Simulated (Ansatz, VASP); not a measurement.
**ZrN: VASP beside Ansatz**

```
Zr N
1.0
     0.00000    2.29843    2.29843
     2.29843    0.00000    2.29843
     2.29843    2.29843    0.00000
Zr N
1 1
Direct
  0.50000 0.50000 0.50000
  0.00000 0.00000 0.00000
```

Alike in both runs: task relaxation of cell and atoms; functional PBE; k mesh 16 × 16 × 16; occupations gaussian, width 0.1 eV; no spin polarisation.

|  | VASP | Ansatz |
| --- | --- | --- |
| version | VASP 6.6.1 | Ansatz 0.2.0 |
| potentials or method | VASP PAW PBE potentials, release 64 (Zr_sv, N), cutoff 600 eV | scalar-relativistic, plane waves, PAW |
| valence electrons in the cell | 17 | 17 |

|  | VASP | Ansatz | Ansatz less VASP |
| --- | --- | --- | --- |
| gap on the k mesh at the Fermi level, each at its own relaxed structure (eV) | none | none | - |
| relaxed volume (Å³/atom) | 12.13 | 12.12 | -0.006 |
| relaxed cell length with the largest relative difference (Å) | 3.250 | 3.249 | -0.0006 |

A gap of «none» marks a metal or a gap that the smearing closes.
